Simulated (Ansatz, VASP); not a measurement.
One calculation of NaF, two programs

```
CELL_PARAMETERS angstrom
0.00000 2.29717 2.29717
2.29717 0.00000 2.29717
2.29717 2.29717 0.00000
ATOMIC_POSITIONS crystal
Na 0.00000 0.00000 0.00000
F 0.50000 0.50000 0.50000
```

Alike in both runs: task single point; functional HSE06; k mesh 6 × 6 × 6; no spin polarisation.

|  | VASP | Ansatz |
| --- | --- | --- |
| version | VASP 6.6.1 | Ansatz 0.2.0 |
| potentials or method | VASP PAW PBE potentials, release 64 (Na_pv, F) | plane waves, PAW |
| plane-wave cutoff (eV) | 520 | 420 |
| occupations | gaussian, width 0.01 eV | fixed |
| valence electrons in the cell | 14 | 16 |

```csv
,VASP,Ansatz,Ansatz less VASP
gap on the k mesh at the Fermi level (eV),8.60,8.64,+0.031
pressure (GPa),1.6,1.5,-0.14
```

VASP's potentials hold 14 valence electrons a cell and Ansatz's 16, so a difference there can come from the potentials and not from the codes. Ansatz's warnings: stress exchange threshold loose, stress scf threshold loose.
